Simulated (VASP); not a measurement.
A run of VASP 6.6.1 is set up as follows.

File INCAR:

```
SYSTEM = AlRu
PREC = Accurate
ENCUT = 520
EDIFF = 1E-6
ISMEAR = -1
SIGMA = 0.05
LREAL = .False.
LASPH = .True.
NELM = 100
ALGO = Normal
ISIF = 2
LWAVE = .False.
LCHARG = .False.
LDIPOL = .True.
IDIPOL = 3
DIPOL = 0.5 0.5 0.497
GGA = CA
NBANDS = 44
```

File KPOINTS:

```
Automatic mesh
0
Gamma
  9 9 1
  0 0 0
```

Contents of POSCAR:

```
AlRu
1.0
    2.9916000000      0.0000000000      0.0000000000
    0.0000000000      2.9916000000      0.0000000000
    0.0000000000      0.0000000000     25.4706000000
Ru Al
4 4
Direct
    0.5000000000      0.5000000000      0.2944571388
    0.5000000000      0.5000000000      0.4119102024
    0.5000000000      0.5000000000      0.5263036643
    0.5000000000      0.5000000000      0.6435421054
    0.0000000000      0.0000000000      0.3531836706
    0.0000000000      0.0000000000      0.4706367341
    0.0000000000      0.0000000000      0.5827199314
    0.0000000000      0.0000000000      0.6908398436
```

Potentials or basis: VASP PAW LDA potentials, release 64 (Ru_pv, Al).

Launch:

```sh
$ cat potpaw_LDA.64/Ru_pv/POTCAR potpaw_LDA.64/Al/POTCAR > POTCAR
$ mpirun -np 1 vasp_std > vasp.out
```

(1) Predict the largest force.

(2) Predict the band gap on the k mesh.

Answers

(1) 1.155 eV/Å.

(2) zero (bands 34 and 35 overlap by 1.79 eV).
